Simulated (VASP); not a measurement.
Write the native input for VASP 6.6.1 that does the following.

```
Task                   : single point
Functional             : PBEsol
Potentials or basis    : VASP PAW PBE potentials, release 64 (Pb_d)
Cutoff                 : 520 eV
k mesh                 : 15 × 15 × 15
Occupations            : fermi-dirac, width 0.1 eV
Spin                   : no spin polarisation
Dipole correction      : no
Further INCAR settings : ALGO = Normal; EDIFF = 1e-06; NBANDS = 13
```

The structure of Pb lies in POSCAR:

```
Pb
1.0
    0.0000000000      2.4673439361      2.4673439361
    2.4673439361      0.0000000000      2.4673439361
    2.4673439361      2.4673439361      0.0000000000
Pb
1
Direct
    0.0000000000      0.0000000000      0.0000000000
```

The input as run:

INCAR

```
SYSTEM = Pb
  ALGO = Normal
  EDIFF = 1E-6
  ENCUT = 520
  GGA = PS
  ISIF = 2
  ISMEAR = -1
  LASPH = .TRUE.
  LCHARG = .TRUE.
  LELF = .TRUE.
  LREAL = .FALSE.
  LVHAR = .TRUE.
  LWAVE = .FALSE.
  NBANDS = 13
  NELM = 100
  PREC = Accurate
  SIGMA = 0.1
```

KPOINTS

```
k-points
0
G
  15 15 15
  0 0 0
```

Potentials or basis: VASP PAW PBE potentials, release 64 (Pb_d).

Command:

```sh
$ cat potpaw_PBE.64/Pb_d/POTCAR > POTCAR
$ mpirun -np 1 vasp_std > vasp.out
```

It gave:

```yaml
Pressure: -0.1 GPa
Band_gap_on_the_k_mesh: zero (band 7 reaches 14.69 eV, above the bottom of band 8 at 5.63 eV)
```

Caveat: the PAW data sets were made with another functional, which shifts forces and pressure a little; spin-orbit coupling is left out, which moves the levels of the heavy elements.

Wall time 82 s on 1 thread of Intel(R) Xeon(R) Platinum 8375C CPU @ 2.90GHz (Ice Lake) (shared host), peak memory 0.18 GiB.
